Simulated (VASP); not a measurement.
Crystal: Ca2AlO.

```
Ca Al O
1.0
     4.50959    0.00000    0.00000
     0.00000    4.50959    0.00000
     0.00000    0.00000    3.73072
Ca Al O
2 1 1
Direct
  0.00000 0.50000 0.00000
  0.50000 0.00000 0.00000
  0.50000 0.50000 0.00000
  0.00000 0.00000 0.00000
```

| Property | Result |
| --- | --- |
| Program | VASP 6.6.1 |
| Task | relaxation of cell and atoms |
| Functional | PBE |
| Potentials or basis | VASP PAW PBE potentials, release 64 (Ca_sv, Al, O) |
| Cutoff | 600 eV |
| k mesh | 4 × 4 × 6 |
| Occupations | gaussian, width 0.1 eV |
| Spin | no spin polarisation |

At the start: pressure 33.5 GPa; volume 18.97 Å³/atom.

Where does the relaxation end?

Over 8 steps the energy falls by 1023.9 meV/atom and the volume is 26.50 Å³/atom (+39.7 %); space group P4/mmm (No. 123, to 0.05 Å).

Step by step:
```csv
step,energy change (eV),largest force (eV/Å),pressure (GPa),volume (Å³)
1,0.0000,0.0000,33.51,75.87
2,-3.6839,0.0000,-4.99,125.70
3,-4.0860,0.0000,0.00,109.09
4,-4.0869,0.0000,-0.34,109.89
5,-4.0903,0.0000,-0.30,109.19
6,-4.0951,0.0000,-0.21,107.30
7,-4.0953,0.0000,-0.18,106.86
8,-4.0954,0.0000,0.14,105.99
```

Final structure:
```
Ca Al O
1.0
     5.41010    0.00000    0.00000
     0.00000    5.41010    0.00000
     0.00000    0.00000    3.62126
Ca Al O
2 1 1
Direct
  0.00000 0.50000 0.00000
  0.50000 0.00000 0.00000
  0.50000 0.50000 0.00000
  0.00000 0.00000 0.00000
```

Caveat: the volume moved by over 15 % at a fixed basis, so the end points are rough; an odd number of electrons without spin polarisation forces a metal; a magnetic or distorted state may lie lower.
